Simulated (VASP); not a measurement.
# Ir (I4/mmm) in VASP: a series of runs, part 3 of 4

VASP 6.6.1.

## Step 4: Single point, PBEsol (biaxial strain in the a-b plane: -2.0 %, then relaxed in part)

File INCAR:

```
SYSTEM = Ir
PREC = Accurate
ENCUT = 520
EDIFF = 1E-7
ISMEAR = 0
SIGMA = 0.1
LREAL = .False.
LASPH = .True.
NELM = 100
ALGO = Fast
ISIF = 2
LWAVE = .False.
LCHARG = .False.
GGA = PS
NBANDS = 16
```

File KPOINTS:

```
Automatic mesh
0
Gamma
  20 20 14
  0 0 0
```

File POSCAR:

```
Ir
1.0
    1.8767699326      1.8767699326      0.0000000000
   -1.8767699326      1.8767699326      0.0000000000
    0.0000000000      0.0000000000      3.8926416530
Ir
2
Direct
    0.0000000000      0.0000000000      0.0000000000
    0.5000000000      0.5000000000      0.5000000000
```

Potentials or basis: VASP PAW PBE potentials, release 64 (Ir).

Run with:

```sh
$ cat potpaw_PBE.64/Ir/POTCAR > POTCAR
$ mpirun -np 1 vasp_std > vasp.out
```

OUTCAR:

```text
SYSTEM = Ir
   PREC = Accurate
   ENCUT = 520
   EDIFF = 1E-7
   ISMEAR = 0
   LREAL = .False.
   LASPH = .True.
   NELM = 100
   ISIF = 2
   GGA = PS

 ion  position               nearest neighbor table
   1  0.000  0.000  0.000-   2 2.70   2 2.70   2 2.70   2 2.70   2 2.70   2 2.70   2 2.70   2 2.70

   2  0.500  0.500  0.500-   1 2.70   1 2.70   1 2.70   1 2.70   1 2.70   1 2.70   1 2.70   1 2.70

  LATTYP: Found a simple tetragonal cell.
 ALAT       =     2.6541534921
 C/A-ratio  =     1.4666226594

  Lattice vectors:

 A1 = (   1.8767699326,   1.8767699326,   0.0000000000)
 A2 = (  -1.8767699326,   1.8767699326,   0.0000000000)
 A3 = (   0.0000000000,   0.0000000000,   3.8926416530)

Analysis of symmetry for initial positions (statically):
=====================================================================
 Subroutine PRICEL returns following result:

  LATTYP: Found a body centered tetragonal cell.
 ALAT       =     2.6541534921
 C/A-ratio  =     1.4666226594

  Lattice vectors:

 A1 = (   1.8767699326,   0.0000000000,  -1.9463208265)
 A2 = (  -1.8767699326,   0.0000000000,  -1.9463208265)
 A3 = (   0.0000000000,   1.8767699326,   1.9463208265)

   2 primitive cells build up your supercell.

 Routine SETGRP: Setting up the symmetry group for a
 simple tetragonal supercell.

 Subroutine GETGRP returns: Found 16 space group operations
 (whereof 16 operations were pure point group operations)
 out of a pool of 16 trial point group operations.

The static configuration has the point symmetry D_4h.

Analysis of symmetry for dynamics (positions and initial velocities):
=====================================================================
 Subroutine PRICEL returns following result:

  LATTYP: Found a body centered tetragonal cell.
 ALAT       =     2.6541534921
 C/A-ratio  =     1.4666226594

  Lattice vectors:

[... 128 lines left out ...]
   IALGO  =     68    algorithm
   IMIX   =      4    mixing-type and parameters
     AMIX     =   0.40;   BMIX     =  1.00
     AMIX_MAG =   1.60;   BMIX_MAG =  1.00
  volume/ion in A,a.u.               =      13.71        92.53
  Fermi-wavevector in a.u.,A,eV,Ry     =   1.422766  2.688638 27.541774  2.024263
  Thomas-Fermi vector in A             =   2.543435
   LORBIT       =      0    0 simple, 1 ext, 2 COOP (PROOUT), +10 PAW based schemes
   GGA     = PS    functional components
   LHFCALC =     F    Hartree Fock is set to
   AEXX    =    0.0000 exact exchange contribution
   IVDW    =     0    specifies the selected vdW correction
   LEPSILON=     F    determine dielectric tensor
   LRPA    =     F    only Hartree local field effects (RPA)
 non-spin polarized calculation
 RMM-DIIS sequential band-by-band and
 Gauss-broadening in eV      SIGMA  =   0.10
  energy-cutoff  :      520.00
  volume of cell :       27.42
 maximum number of plane-waves:       760
 NGX is ok and might be reduce to    20
   NGX =  9   NGY =  9   NGZ = 15

 number of electron      18.0000002 magnetization

 Free energy of the ion-electron system (eV)
  ---------------------------------------------------
  ext. energy  EPLUGINS =         0.00000000
  ---------------------------------------------------
  free energy    TOTEN  =       -19.58837011 eV

  energy without entropy =      -19.58026001  energy(sigma->0) =      -19.58431506

 E-fermi :  10.7709     XC(G=0): -14.2859

 val. band max:       10.7708550199   @ k =   0.4000   0.2500   0.0714
 cond. band min:      10.7716274401   @ k =   0.4500   0.1500   0.1429
 fundamental gap:      0.0007724203
 Fermi energy:        10.7708678024

 k-point     1 :       0.0000    0.0000    0.0000
  band No.  band energies     occupation
      1      -0.7333      2.00000
      2       2.4551      2.00000
      3       3.1064      2.00000
      4       6.3781      2.00000
      5       6.8825      2.00000
      6       6.8825      2.00000
[... 433 lines left out ...]
      3       4.2522      2.00000
      4       5.8662      2.00000
      5       7.1714      2.00000
      6       7.6018      2.00000
[... 8 lines left out ...]
     15      24.9500      0.00000
     16      27.5533      0.00000

 [... further k-points ...]

------------------------ aborting loop because EDIFF is reached ----------------------------------------

  FORCE on cell =-STRESS in cart. coord.  units (eV):
  Direction    XX          YY          ZZ          XY          YZ          ZX
  --------------------------------------------------------------------------------------
  -------------------------------------------------------------------------------------
  Total        2.8588982      2.8588982      0.2077015      0.0000000     -0.0000000      0.0000000
  in kB      167.0370353    167.0370353     12.1353905      0.0000000     -0.0000000      0.0000000
  external PRESSURE =     115.4031537 kB  Pullay stress =       0.0000000 kB

 VOLUME and BASIS-vectors are now :
 -----------------------------------------------------------------------------
  energy-cutoff  :      520.00
  volume of cell :       27.42
      direct lattice vectors                 reciprocal lattice vectors
     1.876769933  1.876769933  0.000000000     0.266415180  0.266415180  0.000000000
    -1.876769933  1.876769933  0.000000000    -0.266415180  0.266415180  0.000000000
     0.000000000  0.000000000  3.892641653     0.000000000  0.000000000  0.256894954

 POSITION                                       TOTAL-FORCE (eV/Angst)
 -----------------------------------------------------------------------------------
      0.00000      0.00000      0.00000         0.000000     -0.000000      0.000000
      0.00000      1.87677      1.94632        -0.000000      0.000000      0.000000
 -----------------------------------------------------------------------------------
    total drift:                               -0.000000      0.000000      0.000000

  FREE ENERGIE OF THE ION-ELECTRON SYSTEM (eV)
  ---------------------------------------------------
  free  energy   TOTEN  =       -19.5883701094 eV

  energy  without entropy=      -19.5802600059  energy(sigma->0) =      -19.58431506
```

OSZICAR:

```text
N       E                     dE             d eps       ncg     rms          rms(c)
DAV:   1     0.145871356424E+03    0.14587E+03   -0.82963E+03 16968   0.112E+03
DAV:   2    -0.171099237821E+02   -0.16298E+03   -0.14746E+03 16944   0.312E+02
DAV:   3    -0.207773780464E+02   -0.36675E+01   -0.36222E+01 23336   0.565E+01
DAV:   4    -0.208197942768E+02   -0.42416E-01   -0.42406E-01 19224   0.510E+00
DAV:   5    -0.208209702041E+02   -0.11759E-02   -0.11759E-02 23224   0.883E-01    0.243E+01
RMM:   6    -0.197930319841E+02    0.10279E+01   -0.10565E+00 17091   0.112E+01    0.956E+00
RMM:   7    -0.195955007810E+02    0.19753E+00   -0.58916E-01 17783   0.586E+00    0.206E+00
RMM:   8    -0.195979996199E+02   -0.24988E-02   -0.74824E-02 19471   0.290E+00    0.189E+00
RMM:   9    -0.195965954169E+02    0.14042E-02   -0.17185E-02 20179   0.965E-01    0.104E+00
RMM:  10    -0.195880681605E+02    0.85273E-02   -0.17916E-02 17768   0.179E+00    0.828E-01
RMM:  11    -0.195884780568E+02   -0.40990E-03   -0.11347E-03 18970   0.340E-01    0.595E-01
RMM:  12    -0.195884755618E+02    0.24950E-05   -0.28552E-04 20729   0.118E-01    0.461E-01
RMM:  13    -0.195884611638E+02    0.14398E-04   -0.39753E-05 19412   0.396E-02    0.420E-01
RMM:  14    -0.195883734768E+02    0.87687E-04   -0.25835E-04 25667   0.165E-01    0.907E-02
RMM:  15    -0.195883695352E+02    0.39417E-05   -0.21723E-05 20347   0.458E-02    0.395E-03
RMM:  16    -0.195883698567E+02   -0.32154E-06   -0.34490E-06 19891   0.159E-02    0.568E-03
RMM:  17    -0.195883700767E+02   -0.21996E-06   -0.44572E-07 15367   0.487E-03    0.107E-02
RMM:  18    -0.195883701094E+02   -0.32787E-07   -0.21643E-07 12704   0.406E-03
   1 F= -.19588370E+02 E0= -.19584315E+02  d E =-.811010E-02
```

stdout:

```text
POSCAR found type information on POSCAR Ir
 POSCAR found :  1 types and       2 ions
 scaLAPACK will be used
 -----------------------------------------------------------------------------
|                                                                             |
|                                                                             |
|     You enforced a specific xc type in the INCAR file but a different       |
|     I HOPE YOU KNOW WHAT YOU ARE DOING!                                     |
|                                                                             |
 -----------------------------------------------------------------------------

 LDA part: xc-table for (Slater+PW92), standard interpolation
 POSCAR, INCAR and KPOINTS ok, starting setup
 FFT: planning ... GRIDC
 FFT: planning ... GRID_SOFT
 FFT: planning ... GRID
 WAVECAR not read
 entering main loop
```

It took 94 s on 1 thread of Intel Xeon 6975P-C (Granite Rapids), shared host; peak memory 0.3 GiB.

Results:

- Free energy: -19.5884 eV
- Pressure: 11.5 GPa
- Band gap on the k mesh: zero (bands 9 and 10 overlap by 3.77 eV)

Stress tensor (GPa, compression positive):
```
16.70  0.00  0.00
 0.00 16.70  0.00
 0.00  0.00  1.21
```

Caveat: the cell differs from its parent crystal (biaxial strain in the a-b plane: -2.0 %, then relaxed in part); the stress differs along the axes, from 1 to 17 GPa; the PAW data sets were made with another functional, which shifts forces and pressure a little; spin-orbit coupling is left out, which moves the levels of the heavy elements.

## Step 5: Single point, PBEsol (biaxial strain in the a-b plane: -1.0 %)

File INCAR:

```
PREC = Accurate ; ENCUT = 520
EDIFF = 1E-7 ; ISMEAR = 0
SIGMA = 0.1 ; LREAL = F
LASPH = T ; NELM = 60
ALGO = Fast ; ISIF = 2
LWAVE = F ; LCHARG = F
GGA = PS ; NBANDS = 16
```

File KPOINTS:

```
regular mesh
0
Gamma
  20 20 14
```

File POSCAR:

```
Ir
1.0
    1.8959206462      1.8959206462      0.0000000000
   -1.8959206462      1.8959206462      0.0000000000
    0.0000000000      0.0000000000      3.8531235759
Ir
2
Direct
    0.0000000000      0.0000000000      0.0000000000
    0.5000000000      0.5000000000      0.5000000000
```

Potentials or basis: VASP PAW PBE potentials, release 64 (Ir).

Run with:

```sh
$ cat potpaw_PBE.64/Ir/POTCAR > POTCAR
$ mpirun -np 1 vasp_std > vasp.out
```

OUTCAR:

```text
PREC = Accurate
   ENCUT = 520
   EDIFF = 1E-7
   ISMEAR = 0
   LREAL = F
   LASPH = T
   NELM = 60
   ISIF = 2
   GGA = PS

 ion  position               nearest neighbor table
   1  0.000  0.000  0.000-   2 2.70   2 2.70   2 2.70   2 2.70   2 2.70   2 2.70   2 2.70   2 2.70

   2  0.500  0.500  0.500-   1 2.70   1 2.70   1 2.70   1 2.70   1 2.70   1 2.70   1 2.70   1 2.70

  LATTYP: Found a simple tetragonal cell.
 ALAT       =     2.6812366910
 C/A-ratio  =     1.4370695391

  Lattice vectors:

 A1 = (   1.8959206462,   1.8959206462,   0.0000000000)
 A2 = (  -1.8959206462,   1.8959206462,   0.0000000000)
 A3 = (   0.0000000000,   0.0000000000,   3.8531235759)

Analysis of symmetry for initial positions (statically):
=====================================================================
 Subroutine PRICEL returns following result:

  LATTYP: Found a body centered tetragonal cell.
 ALAT       =     2.6812366910
 C/A-ratio  =     1.4370695391

  Lattice vectors:

 A1 = (   1.8959206462,   0.0000000000,  -1.9265617880)
 A2 = (  -1.8959206462,   0.0000000000,  -1.9265617879)
 A3 = (   0.0000000000,   1.8959206462,   1.9265617879)

   2 primitive cells build up your supercell.

 Routine SETGRP: Setting up the symmetry group for a
 simple tetragonal supercell.

 Subroutine GETGRP returns: Found 16 space group operations
 (whereof 16 operations were pure point group operations)
 out of a pool of 16 trial point group operations.

The static configuration has the point symmetry D_4h.

Analysis of symmetry for dynamics (positions and initial velocities):
=====================================================================
 Subroutine PRICEL returns following result:

  LATTYP: Found a body centered tetragonal cell.
[... 131 lines left out ...]
   ISMEAR =     0;   SIGMA  =   0.10  broadening in eV -4-tet -1-fermi 0-gaus
   EFERMI_NEDOS =   21; number of points for ismear=-14 and -15
   IALGO  =     68    algorithm
   IMIX   =      4    mixing-type and parameters
     AMIX     =   0.40;   BMIX     =  1.00
     AMIX_MAG =   1.60;   BMIX_MAG =  1.00
  volume/ion in A,a.u.               =      13.85        93.47
  Fermi-wavevector in a.u.,A,eV,Ry     =   1.417984  2.679601 27.356933  2.010678
  Thomas-Fermi vector in A             =   2.539157
   LORBIT       =      0    0 simple, 1 ext, 2 COOP (PROOUT), +10 PAW based schemes
   GGA     = PS    functional components
   LHFCALC =     F    Hartree Fock is set to
   AEXX    =    0.0000 exact exchange contribution
   IVDW    =     0    specifies the selected vdW correction
   LEPSILON=     F    determine dielectric tensor
   LRPA    =     F    only Hartree local field effects (RPA)
 non-spin polarized calculation
 RMM-DIIS sequential band-by-band and
 Gauss-broadening in eV      SIGMA  =   0.10
  energy-cutoff  :      520.00
  volume of cell :       27.70
 maximum number of plane-waves:       764
 NGX is ok and might be reduce to    20
   NGX =  9   NGY =  9   NGZ = 15

 number of electron      18.0000001 magnetization

 Free energy of the ion-electron system (eV)
  ---------------------------------------------------
  ext. energy  EPLUGINS =         0.00000000
  ---------------------------------------------------
  free energy    TOTEN  =       -19.63001817 eV

  energy without entropy =      -19.62182196  energy(sigma->0) =      -19.62592006

 E-fermi :  10.5948     XC(G=0): -14.2266

 val. band max:       10.5947762231   @ k =   0.1500   0.0500   0.4286
 cond. band min:      10.5951783276   @ k =   0.1500   0.0000   0.0714
 fundamental gap:      0.0004021045
 Fermi energy:        10.5948092232

 k-point     1 :       0.0000    0.0000    0.0000
  band No.  band energies     occupation
      1      -0.8029      2.00000
      2       2.4125      2.00000
      3       3.0275      2.00000
      4       6.4451      2.00000
      5       6.6597      2.00000
      6       6.6597      2.00000
[... 433 lines left out ...]
      3       4.1267      2.00000
      4       5.7047      2.00000
      5       7.1769      2.00000
      6       7.4036      2.00000
[... 8 lines left out ...]
     15      24.5587      0.00000
     16      27.3153      0.00000

 [... further k-points ...]

------------------------ aborting loop because EDIFF is reached ----------------------------------------

  FORCE on cell =-STRESS in cart. coord.  units (eV):
  Direction    XX          YY          ZZ          XY          YZ          ZX
  --------------------------------------------------------------------------------------
  -------------------------------------------------------------------------------------
  Total        1.5655458      1.5655458      0.4339286      0.0000000      0.0000000     -0.0000000
  in kB       90.5509687     90.5509687     25.0983779      0.0000000      0.0000000     -0.0000000
  external PRESSURE =      68.7334384 kB  Pullay stress =       0.0000000 kB

 VOLUME and BASIS-vectors are now :
 -----------------------------------------------------------------------------
  energy-cutoff  :      520.00
  volume of cell :       27.70
      direct lattice vectors                 reciprocal lattice vectors
     1.895920646  1.895920646  0.000000000     0.263724118  0.263724118  0.000000000
    -1.895920646  1.895920646  0.000000000    -0.263724118  0.263724118  0.000000000
     0.000000000  0.000000000  3.853123576     0.000000000  0.000000000  0.259529699

 POSITION                                       TOTAL-FORCE (eV/Angst)
 -----------------------------------------------------------------------------------
      0.00000      0.00000      0.00000         0.000000     -0.000000      0.000000
      0.00000      1.89592      1.92656        -0.000000      0.000000      0.000000
 -----------------------------------------------------------------------------------
    total drift:                               -0.000000      0.000000      0.000000

  FREE ENERGIE OF THE ION-ELECTRON SYSTEM (eV)
  ---------------------------------------------------
  free  energy   TOTEN  =       -19.6300181717 eV

  energy  without entropy=      -19.6218219580  energy(sigma->0) =      -19.62592006
```

OSZICAR:

```text
N       E                     dE             d eps       ncg     rms          rms(c)
DAV:   1     0.145326162692E+03    0.14533E+03   -0.83204E+03 16984   0.112E+03
DAV:   2    -0.170922735973E+02   -0.16242E+03   -0.14668E+03 16960   0.311E+02
DAV:   3    -0.208335609567E+02   -0.37413E+01   -0.36934E+01 23176   0.567E+01
DAV:   4    -0.208761278723E+02   -0.42567E-01   -0.42553E-01 19424   0.511E+00
DAV:   5    -0.208772964820E+02   -0.11686E-02   -0.11686E-02 23272   0.878E-01    0.237E+01
RMM:   6    -0.198310335218E+02    0.10463E+01   -0.10973E+00 17110   0.114E+01    0.917E+00
RMM:   7    -0.196370088279E+02    0.19402E+00   -0.59813E-01 17793   0.586E+00    0.207E+00
RMM:   8    -0.196395712552E+02   -0.25624E-02   -0.75268E-02 19419   0.291E+00    0.187E+00
RMM:   9    -0.196378465258E+02    0.17247E-02   -0.17132E-02 20153   0.949E-01    0.105E+00
RMM:  10    -0.196297436579E+02    0.81029E-02   -0.17501E-02 17767   0.177E+00    0.730E-01
RMM:  11    -0.196301150447E+02   -0.37139E-03   -0.10910E-03 19006   0.333E-01    0.537E-01
RMM:  12    -0.196301171695E+02   -0.21247E-05   -0.28145E-04 20832   0.115E-01    0.424E-01
RMM:  13    -0.196301050150E+02    0.12154E-04   -0.35784E-05 19576   0.375E-02    0.392E-01
RMM:  14    -0.196300220509E+02    0.82964E-04   -0.24376E-04 25656   0.160E-01    0.851E-02
RMM:  15    -0.196300175851E+02    0.44658E-05   -0.22771E-05 20292   0.472E-02    0.543E-03
RMM:  16    -0.196300179067E+02   -0.32165E-06   -0.35443E-06 19877   0.161E-02    0.440E-03
RMM:  17    -0.196300181284E+02   -0.22165E-06   -0.44121E-07 15268   0.478E-03    0.877E-03
RMM:  18    -0.196300181717E+02   -0.43331E-07   -0.19548E-07 11995   0.389E-03
   1 F= -.19630018E+02 E0= -.19625920E+02  d E =-.819621E-02
```

Run time: 95 s. Hardware: 1 thread of Intel Xeon 6975P-C (Granite Rapids), shared host; peak memory 0.29 GiB.

Results:

```
Free energy            : -19.6300 eV
Pressure               : 6.9 GPa
Band gap on the k mesh : zero (bands 9 and 10 overlap by 3.56 eV)
```

Levels at points of the mesh, in eV from the Fermi level:
```
           k point  band 7  band 8  band 9  band 10  band 11  band 12
(0.00, 0.00, 0.00)   -1.35   -1.06    0.97     1.44     1.55     1.55
(0.50, 0.00, 0.00)   -2.46   -2.46   -1.35    -1.35     3.10     3.10
(0.50, 0.50, 0.00)    1.46    1.46    1.68     1.68     1.79     1.79
(0.00, 0.00, 0.50)   -1.87   -1.87   -1.87    -1.87    -0.12    -0.12
(0.50, 0.00, 0.50)   -0.85   -0.85    0.91     0.91     1.03     1.03
(0.50, 0.50, 0.50)   -1.89   -1.89    1.69     1.69     8.59     8.59
```

Caveat: the cell differs from its parent crystal (biaxial strain in the a-b plane: -1.0 %); the stress differs along the axes, from 3 to 9 GPa; the PAW data sets were made with another functional, which shifts forces and pressure a little; spin-orbit coupling is left out, which moves the levels of the heavy elements.

[end of part 3 of 4]
